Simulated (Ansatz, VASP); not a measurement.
# BN in VASP and in Ansatz

INCAR

```
SYSTEM = BN
  PREC = Accurate
  ENCUT = 520
  EDIFF = 1E-6
  ISMEAR = -1
  SIGMA = 0.02
  LREAL = .False.
  LASPH = .True.
  NELM = 100
  ALGO = Normal
  ISIF = 2
  LWAVE = .False.
  LCHARG = .True.
  GGA = PE
  LELF = .True.
  LVHAR = .True.
  NBANDS = 16
```

Contents of KPOINTS:

```
regular mesh
0
Gamma
  12 12 4
  0 0 0
```

The input POSCAR:

```
BN
1.0
    2.3970533401      0.0000000000      0.0000000000
   -1.1985266700      2.0759090868      0.0000000000
    0.0000000000      0.0000000000      6.6070744722
B N
2 2
Direct
    0.3333333333      0.6666666667      0.2500000000
    0.6666666667      0.3333333333      0.7500000000
    0.6666666667      0.3333333333      0.2500000000
    0.3333333333      0.6666666667      0.7500000000
```

Input for Ansatz:

```yaml
crystal:
  lattice:
    - [2.3970533401, 0.0, 0.0]
    - [-1.19852667, 2.0759090868, 0.0]
    - [0.0, 0.0, 6.6070744722]
  atoms:
    - { symbol: B, position: [0.3333333333, 0.6666666667, 0.25] }
    - { symbol: B, position: [0.6666666667, 0.3333333333, 0.75] }
    - { symbol: "N", position: [0.6666666667, 0.3333333333, 0.25] }
    - { symbol: "N", position: [0.3333333333, 0.6666666667, 0.75] }
kpoints:
  mp_grid: { grid: [12, 12, 4] }
  band_path:
    path:
      - [0.0, 0.0, 0.0]
      - [0.5, 0.0, 0.0]
      - [0.3333333333, 0.3333333333, 0.0]
      - [0.0, 0.0, 0.5]
      - [0.5, 0.0, 0.5]
      - [0.3333333333, 0.3333333333, 0.5]
      - [0.307292, 0.309896, 0.0]
      - [0.0, 0.5, 0.0]
    npoints: 1
hamiltonian:
  xc: pbe
scf:
  occupations: { method: fermi_dirac, width: 0.02 }
  n_extra_bands: 5
output:
  forces: true
  stress: true
  eigenvalues: true
```

Change from the starting cell: hydrostatic strain -4.2%.

Alike in both runs: task single point; functional PBE; k mesh 12 × 12 × 4; occupations fermi-dirac, width 0.02 eV; no spin polarisation.

```csv
,VASP,Ansatz
version,VASP 6.6.1,Ansatz 0.2.0
potentials or method,"VASP PAW PBE potentials, release 64 (B, N)","plane waves, PAW"
plane-wave cutoff (eV),520,420
valence electrons in the cell,16,16
```

```tsv
	VASP	Ansatz	Ansatz less VASP
gap on the k mesh at the Fermi level (eV)	4.47	4.48	+0.010
pressure (GPa)	42.2	42.1	-0.07
traceless stress, the component that is largest in VASP (GPa)	-38.91	-38.67	+0.241
```

Both programs put the cell under a high pressure, so it lies far from rest at this level.
